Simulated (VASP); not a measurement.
Write the native input for VASP 6.6.1 that does the following.

```yaml
Task: single point
Functional: LDA
Potentials_or_basis: VASP PAW LDA potentials, release 64 (Y_sv, N)
Cutoff: 600 eV
k_mesh: 12 × 12 × 12
Occupations: gaussian, width 0.1 eV
Spin: no spin polarisation
Dipole_correction: no
Further_INCAR_settings: ALGO = Normal; EDIFF = 1e-06; NBANDS = 15
```

The structure of YN lies in POSCAR:

```
YN
1.0
    0.0000000000      2.4100020471      2.4100020471
    2.4100020471      0.0000000000      2.4100020471
    2.4100020471      2.4100020471      0.0000000000
Y N
1 1
Direct
    0.0000000000      0.0000000000      0.0000000000
    0.5000000000      0.5000000000      0.5000000000
```

These files were run (other wordings do the same):

INCAR

```
SYSTEM = YN
ALGO = Normal
EDIFF = 1E-6
ENCUT = 600
GGA_COMPAT = .False.
ISIF = 2
ISMEAR = 0
LASPH = .True.
LCHARG = .False.
LREAL = .False.
LWAVE = .False.
NBANDS = 15
NELM = 120
PREC = Accurate
SIGMA = 0.1
```

KPOINTS

```
k-points
0
Gamma
  12 12 12
  0 0 0
```

Potentials or basis: VASP PAW LDA potentials, release 64 (Y_sv, N).

Launch:

```bash
$ cat potpaw_LDA.64/Y_sv/POTCAR potpaw_LDA.64/N/POTCAR > POTCAR
$ mpirun -np 1 vasp_std > vasp.out
```

It gave:

The pressure is 0.1 GPa and the band gap on the k mesh is 0.01 eV (least direct gap 0.36 eV).

Caveat: semilocal functionals underestimate gaps, and a narrow one can read as zero.

Run time: 72 s on 1 thread of Intel Xeon 8259CL, on a shared host, peak memory 0.19 GiB.
